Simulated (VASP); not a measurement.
Write the native input for VASP 6.6.1 that does the following.

* Task: single point
* Functional: PBE
* Potentials or basis: VASP PAW PBE potentials, release 64 (Zn, O_h)
* Cutoff: 910 eV
* k mesh: 9 × 9 × 5
* Occupations: gaussian, width 0.028 eV
* Spin: no spin polarisation
* Dipole correction: no
* Second run: hard_potentials
* Further INCAR settings: ALGO = Normal; EDIFF = 1e-06; NBANDS = 26

The structure of ZnO (zincite) lies in POSCAR:

```
ZnO
1.0
    3.2493080000      0.0000000000      0.0000000000
   -1.6246540000      2.8139832727      0.0000000000
    0.0000000000      0.0000000000      5.2057090000
Zn O
2 2
Direct
    0.6666666667      0.3333333333      0.0000000000
    0.3333333333      0.6666666667      0.5000000000
    0.3333333333      0.6666666667      0.8790100000
    0.6666666667      0.3333333333      0.3790100000
```

These files were run (other wordings do the same):

INCAR

```
ALGO = Normal
EDIFF = 1E-6
ENCUT = 910
GGA = PE
GGA_COMPAT = False
ISIF = 2
ISMEAR = 0
LASPH = True
LCHARG = True
LELF = True
LREAL = False
LVHAR = True
LWAVE = False
NBANDS = 26
NELM = 120
PREC = Accurate
SIGMA = 0.028000000000000004
```

KPOINTS

```
k-points
0
Gamma
  9 9 5
```

Potentials or basis: VASP PAW PBE potentials, release 64 (Zn, O_h).

Run with:

```console
$ cat potpaw_PBE.64/Zn/POTCAR potpaw_PBE.64/O_h/POTCAR > POTCAR
$ mpirun -np 1 vasp_std > vasp.out
```

It gave:

```json
{
  "Pressure": "5.7 GPa",
  "Largest force": "0.074 eV/Å",
  "Band gap on the k mesh": "0.79 eV, direct"
}
```

Caveat: the cutoff is under 1.25 times the usual one of these potentials, so pressure, stress and relaxed cells hold a basis-set (Pulay) error.

It took 55 s on 1 thread of Intel(R) Xeon(R) 6975P-C (Granite Rapids) (shared host), peak memory 0.26 GiB.
